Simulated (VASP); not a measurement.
# AlN (F-43m) in VASP: notebook, part 2 of 3

VASP 6.6.1. The steps go on from the part before.

### Step 4. Single point, PBEsol+D4

This run uses another cell than the first one, of 11.04 Å³/atom, 1.039 times its volume.

The input, INCAR:

```
PREC = Accurate ; ENCUT = 520
EDIFF = 1E-7 ; ISMEAR = -1
SIGMA = 0.05 ; LREAL = False
LASPH = True ; NELM = 100
ALGO = Normal ; ISIF = 2
LWAVE = False ; LCHARG = False
GGA = PS ; IVDW = 13
NBANDS = 11
```

The input, KPOINTS:

```
regular mesh
0
Gamma
  10 10 10
```

The input, POSCAR:

```
AlN
1.0
    0.0000000000      2.2268278375      2.2268278375
    2.2268278375      0.0000000000      2.2268278375
    2.2268278375      2.2268278375      0.0000000000
Al N
1 1
Direct
    0.0000000000      0.0000000000      0.0000000000
    0.2500000000      0.2500000000      0.2500000000
```

Potentials or basis: VASP PAW PBE potentials, release 64 (Al, N).

Started as:

```
cat potpaw_PBE.64/Al/POTCAR potpaw_PBE.64/N/POTCAR > POTCAR
mpirun -np 1 vasp_std > vasp.out
```

OUTCAR:

```text
PREC = Accurate
   ENCUT = 520
   EDIFF = 1E-7
   ISMEAR = -1
   LREAL = False
   LASPH = True
   NELM = 100
   ISIF = 2
   GGA = PS
   IVDW = 13

 ion  position               nearest neighbor table
   1  0.000  0.000  0.000-   2 1.93   2 1.93   2 1.93   2 1.93
   2  0.250  0.250  0.250-   1 1.93   1 1.93   1 1.93   1 1.93

  LATTYP: Found a face centered cubic cell.
 ALAT       =     4.4536556750

  Lattice vectors:

 A1 = (   0.0000000000,   2.2268278375,   2.2268278375)
 A2 = (   2.2268278375,   0.0000000000,   2.2268278375)
 A3 = (   2.2268278375,   2.2268278375,   0.0000000000)

Analysis of symmetry for initial positions (statically):
=====================================================================
 Subroutine PRICEL returns:
 Original cell was already a primitive cell.

 Routine SETGRP: Setting up the symmetry group for a
 face centered cubic supercell.

 Subroutine GETGRP returns: Found 24 space group operations
 (whereof 24 operations were pure point group operations)
 out of a pool of 48 trial point group operations.

The static configuration has the point symmetry T_d .

Analysis of symmetry for dynamics (positions and initial velocities):
=====================================================================
 Subroutine PRICEL returns:
 Original cell was already a primitive cell.

 Routine SETGRP: Setting up the symmetry group for a
 face centered cubic supercell.

 Subroutine GETGRP returns: Found 24 space group operations
 (whereof 24 operations were pure point group operations)
 out of a pool of 48 trial point group operations.

The dynamic configuration has the point symmetry T_d .

 Subroutine INISYM returns: Found 24 space group operations
 (whereof 24 operations are pure point group operations),
 and found     1 'primitive' translations

----------------------------------------------------------------------------------------

                                     Primitive cell

  volume of cell :      22.0846

  direct lattice vectors                    reciprocal lattice vectors
     0.000000000  2.226827838  2.226827838    -0.224534646  0.224534646  0.224534646
     2.226827838  0.000000000  2.226827838     0.224534646 -0.224534646  0.224534646
     2.226827838  2.226827838  0.000000000     0.224534646  0.224534646 -0.224534646

  length of vectors
     3.149210129  3.149210129  3.149210129     0.388905415  0.388905415  0.388905415

  position of ions in fractional coordinates (direct lattice)
     0.000000000  0.000000000  0.000000000
     0.250000000  0.250000000  0.250000000

  ion indices of the primitive-cell ions
   primitive index   ion index
                 1           1
                 2           2

----------------------------------------------------------------------------------------

 KPOINTS: regular mesh

Automatic generation of k-mesh.
 Grid dimensions read from file:
 generate k-points for:   10   10   10

 Generating k-lattice:

  Cartesian coordinates                     Fractional coordinates (reciprocal lattice)
    -0.022453465  0.022453465  0.022453465     0.100000000  0.000000000  0.000000000
     0.022453465 -0.022453465  0.022453465     0.000000000  0.100000000  0.000000000
     0.022453465  0.022453465 -0.022453465     0.000000000  0.000000000  0.100000000

  Length of vectors
     0.038890541  0.038890541  0.038890541

  Shift w.r.t. Gamma in fractional coordinates (k-lattice)
     0.000000000  0.000000000  0.000000000

 Subroutine IBZKPT returns following result:
 ===========================================

 Found     47 irreducible k-points:

 Following reciprocal coordinates:
            Coordinates               Weight
  0.000000  0.000000  0.000000      1.000000
  0.100000  0.000000  0.000000      8.000000
  0.200000  0.000000  0.000000      8.000000
  0.300000  0.000000  0.000000      8.000000
  0.400000  0.000000  0.000000      8.000000
  0.500000  0.000000  0.000000      4.000000
[... 16 lines left out ...]
  0.300000  0.300000  0.000000      6.000000
  0.400000  0.300000  0.000000     24.000000
 [... further k-points ...]
   k-points           NKPTS =     47   k-points in BZ     NKDIM =     47   number of bands    NBANDS=     11
   number of dos      NEDOS =    301   number of ions     NIONS =      2
   total plane-waves  NPLWV =  13824
   dimension x,y,z NGX =    24 NGY =   24 NGZ =   24
   dimension x,y,z NGXF=    48 NGYF=   48 NGZF=   48
   ions per type =               1   1
   NGX,Y,Z   is equivalent  to a cutoff of  12.67, 12.67, 12.67 a.u.
   NGXF,Y,Z  is equivalent  to a cutoff of  25.34, 25.34, 25.34 a.u.
 SYSTEM =  unknown system
   PREC   = accura    normal or accurate (medium, high low for compatibility)
   ISTART =      0    job   : 0-new  1-cont  2-samecut
   ICHARG =      2    charge: 1-file 2-atom 10-const
   ISPIN  =      1    spin polarized calculation?
   LNONCOLLINEAR =      F non collinear calculations
   LSORBIT =      F    spin-orbit coupling
   LASPH  =      T    aspherical Exc in radial PAW
   ENCUT  =  520.0 eV  38.22 Ry    6.18 a.u.   5.86  5.86  5.86*2*pi/ulx,y,z
   NELM   =    100;   NELMIN=  2; NELMDL= -5     # of ELM steps
   EDIFF  = 0.1E-06   stopping-criterion for ELM
   LREAL  =      F    real-space projection
   EDIFFG = 0.1E-05   stopping-criterion for IOM
   NSW    =      0    number of steps for IOM
   IBRION =     -1    ionic relax: 0-MD 1-quasi-New 2-CG
   NFREE  =      0    steps in history (QN), initial steepest desc. (CG)
   ISIF   =      2    stress and relaxation
   ISYM   =      2    0-nonsym 1-usesym 2-fastsym
   POTIM  = 0.5000    time-step for ionic-motion
   TEBEG  =    0.0;   TEEND  =   0.0 temperature during run
   PSTRESS=    0.0 pullay stress
   NELECT =       8.0000    total number of electrons
   NUPDOWN=      -1.0000    fix difference up-down
   EMIN   =  10.00;   EMAX   =-10.00  energy-range for DOS
   EFERMI =   0.00;   METHOD = LEGACY
   ISMEAR =    -1;   SIGMA  =   0.05  broadening in eV -4-tet -1-fermi 0-gaus
   EFERMI_NEDOS =   21; number of points for ismear=-14 and -15
   IALGO  =     38    algorithm
   IMIX   =      4    mixing-type and parameters
     AMIX     =   0.40;   BMIX     =  1.00
     AMIX_MAG =   1.60;   BMIX_MAG =  1.00
  volume/ion in A,a.u.               =      11.04        74.52
  Fermi-wavevector in a.u.,A,eV,Ry     =   1.167011  2.205331 18.529966  1.361914
  Thomas-Fermi vector in A             =   2.303516
   LORBIT       =      0    0 simple, 1 ext, 2 COOP (PROOUT), +10 PAW based schemes
   GGA     = PS    functional components
   LHFCALC =     F    Hartree Fock is set to
   AEXX    =    0.0000 exact exchange contribution
   IVDW    =    13    specifies the selected vdW correction
   LEPSILON=     F    determine dielectric tensor
   LRPA    =     F    only Hartree local field effects (RPA)
 non-spin polarized calculation
  energy-cutoff  :      520.00
  volume of cell :       22.08
 maximum number of plane-waves:       610
   NGX = 11   NGY = 11   NGZ = 11

 number of electron       8.0000002 magnetization

 Free energy of the ion-electron system (eV)
  ---------------------------------------------------
  ext. energy  EPLUGINS =         0.00000000
  ---------------------------------------------------
  free energy    TOTEN  =       -15.57778170 eV

  energy without entropy =      -15.57778170  energy(sigma->0) =      -15.57778170

 E-fermi :   6.3475     XC(G=0): -10.8768

 val. band max:        5.3410423801   @ k =   0.0000   0.0000   0.0000
 cond. band min:       8.4989305391   @ k =   0.5000   0.5000   0.0000
 fundamental gap:      3.1578881590
 Fermi energy:         6.3474685605

 k-point     1 :       0.0000    0.0000    0.0000
  band No.  band energies     occupation
      1      -9.2851      2.00000
      2       5.3410      2.00000
      3       5.3410      2.00000
      4       5.3410      2.00000
      5       8.9710      0.00000
      6      17.2499      0.00000
      7      17.2499      0.00000
      8      17.2499      0.00000
      9      22.4703      0.00000
     10      22.4703      0.00000
     11      23.7129      0.00000
[... 309 lines left out ...]
 k-point    24 :       0.4000    0.3000    0.0000
  band No.  band energies     occupation
      1      -7.4035      2.00000
      2       1.2767      2.00000
      3       3.6835      2.00000
      4       3.9743      2.00000
      5      10.0122      0.00000
      6      14.3604      0.00000
      7      16.8464      0.00000
      8      19.2016      0.00000
      9      19.6667      0.00000
     10      25.8823      0.00000
     11      27.8067      0.00000

 [... further k-points ...]

------------------------ aborting loop because EDIFF is reached ----------------------------------------

  DFT-D4 for vdW energy calculation

  Edisp (eV):   -0.32904

  FORCE on cell =-STRESS in cart. coord.  units (eV):
  Direction    XX          YY          ZZ          XY          YZ          ZX
  --------------------------------------------------------------------------------------
  -------------------------------------------------------------------------------------
  Total      -1.61968    -1.61968    -1.61968    -0.00000     0.00000    -0.00000
  in kB    -117.50346  -117.50346  -117.50346    -0.00000     0.00000    -0.00000
  external pressure =     -117.50 kB  Pullay stress =        0.00 kB

 VOLUME and BASIS-vectors are now :
 -----------------------------------------------------------------------------
  energy-cutoff  :      520.00
  volume of cell :       22.08
      direct lattice vectors                 reciprocal lattice vectors
     0.000000000  2.226827838  2.226827838    -0.224534646  0.224534646  0.224534646
     2.226827838  0.000000000  2.226827838     0.224534646 -0.224534646  0.224534646
     2.226827838  2.226827838  0.000000000     0.224534646  0.224534646 -0.224534646

 POSITION                                       TOTAL-FORCE (eV/Angst)
 -----------------------------------------------------------------------------------
      0.00000      0.00000      0.00000        -0.000000     -0.000000     -0.000000
      1.11341      1.11341      1.11341         0.000000      0.000000      0.000000
 -----------------------------------------------------------------------------------
    total drift:                               -0.000000     -0.000000     -0.000000

  FREE ENERGIE OF THE ION-ELECTRON SYSTEM (eV)
  ---------------------------------------------------
  free  energy   TOTEN  =       -15.9068226660 eV

  energy  without entropy=      -15.9068226659  energy(sigma->0) =      -15.90682267
```

OSZICAR:

```text
N       E                     dE             d eps       ncg     rms          rms(c)
DAV:   1     0.107720387206E+02    0.10772E+02   -0.37467E+03  1050   0.601E+02
DAV:   2    -0.167556029604E+02   -0.27528E+02   -0.26432E+02  1276   0.134E+02
DAV:   3    -0.176981024675E+02   -0.94250E+00   -0.94112E+00  1279   0.238E+01
DAV:   4    -0.177033393304E+02   -0.52369E-02   -0.52366E-02  1145   0.195E+00
DAV:   5    -0.177034040566E+02   -0.64726E-04   -0.64726E-04  1274   0.210E-01    0.801E+00
DAV:   6    -0.156164075361E+02    0.20870E+01   -0.10950E+01  1220   0.160E+01    0.278E+00
DAV:   7    -0.155965139448E+02    0.19894E-01   -0.13029E-01  1136   0.293E+00    0.195E+00
DAV:   8    -0.155791887966E+02    0.17325E-01   -0.30719E-02  1154   0.162E+00    0.571E-01
DAV:   9    -0.155777715811E+02    0.14172E-02   -0.39723E-03  1235   0.384E-01    0.230E-01
DAV:  10    -0.155777804745E+02   -0.88934E-05   -0.32068E-04  1136   0.118E-01    0.185E-02
DAV:  11    -0.155777819881E+02   -0.15136E-05   -0.22800E-06  1250   0.130E-02    0.156E-02
DAV:  12    -0.155777817660E+02    0.22213E-06   -0.35854E-07  1142   0.479E-03    0.327E-03
DAV:  13    -0.155777817037E+02    0.62288E-07   -0.15350E-07   670   0.212E-03
   1 F= -.15906823E+02 E0= -.15906823E+02  d E =-.784359E-10
```

stdout:

```text
POSCAR found type information on POSCAR AlN
 POSCAR found :  2 types and       2 ions
 scaLAPACK will be used
 -----------------------------------------------------------------------------
|                                                                             |
|                                                                             |
|     You enforced a specific xc type in the INCAR file but a different       |
|     I HOPE YOU KNOW WHAT YOU ARE DOING!                                     |
|                                                                             |
 -----------------------------------------------------------------------------

 LDA part: xc-table for (Slater+PW92), standard interpolation
 POSCAR, INCAR and KPOINTS ok, starting setup
 FFT: planning ... GRIDC
 FFT: planning ... GRID_SOFT
 FFT: planning ... GRID
 WAVECAR not read
 entering main loop
```

Run time: 16 s. Hardware: 1 thread of Intel Xeon 8259CL, shared host; peak memory 0.14 GiB.

Results:

* Free energy: -15.9068 eV
* Pressure: -11.8 GPa
* Band gap on the k mesh: 3.16 eV, indirect (least direct gap 3.63 eV)
* Dispersion energy per atom: -0.165 eV

Caveat: the PAW data sets were made with another functional, which shifts forces and pressure a little. A k mesh can miss the band edges.

(Part 2 of 3 ends here.)
